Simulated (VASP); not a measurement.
Set up this calculation in VASP 6.6.1, as the native input.

* Task: single point
* Functional: PBE
* Potentials or basis: VASP PAW PBE potentials, release 64 (Ba_sv, Zr_sv, O)
* Cutoff: 520 eV
* k mesh: 6 × 6 × 6
* Occupations: gaussian, width 0.02 eV
* Spin: no spin polarisation
* Dipole correction: no
* Further INCAR settings: ALGO = Normal; EDIFF = 1e-06; NBANDS = 28

The structure of BaZrO3 lies in POSCAR:

```
BaZrO3
1.0
    4.2902140006      0.0000000000      0.0000000000
    0.0000000000      4.2902140006      0.0000000000
    0.0000000000      0.0000000000      4.1946625340
Ba Zr O
1 1 3
Direct
    0.0000000000      0.0000000000      0.0000000000
    0.5000000000      0.5000000000      0.5000000000
    0.5000000000      0.0000000000      0.5000000000
    0.5000000000      0.5000000000      0.0000000000
    0.0000000000      0.5000000000      0.5000000000
```

This cell differs from its parent crystal: biaxial strain in the a-b plane: +1.5 %, then relaxed in part.

These files were run (other wordings do the same):

INCAR

```
SYSTEM = BaZrO3
PREC = Accurate ; ENCUT = 520
EDIFF = 1E-6 ; ISMEAR = 0
SIGMA = 0.02 ; LREAL = .False.
LASPH = .True. ; NELM = 60
ALGO = Normal ; ISIF = 2
LWAVE = .False. ; LCHARG = .True.
GGA = PE ; LELF = .True.
LVHAR = .True. ; NBANDS = 28
```

KPOINTS

```
Automatic mesh
0
Gamma
  6 6 6
  0 0 0
```

Potentials or basis: VASP PAW PBE potentials, release 64 (Ba_sv, Zr_sv, O).

Launch:

```console
$ cat potpaw_PBE.64/Ba_sv/POTCAR potpaw_PBE.64/Zr_sv/POTCAR potpaw_PBE.64/O/POTCAR > POTCAR
$ mpirun -np 1 vasp_std > vasp.out
```

Results of the run:

| Item | Value |
| --- | --- |
| Pressure | -2.1 GPa |
| Band gap on the k mesh | 3.01 eV, indirect (least direct gap 3.27 eV) |

Caveat: the cell differs from its parent crystal (biaxial strain in the a-b plane: +1.5 %, then relaxed in part); spin-orbit coupling is left out, which moves the levels of the heavy elements.

It took 44 s on 1 thread of AMD EPYC 9R45 96-Core Processor (Zen 5), with other jobs on the host, peak memory 0.2 GiB.
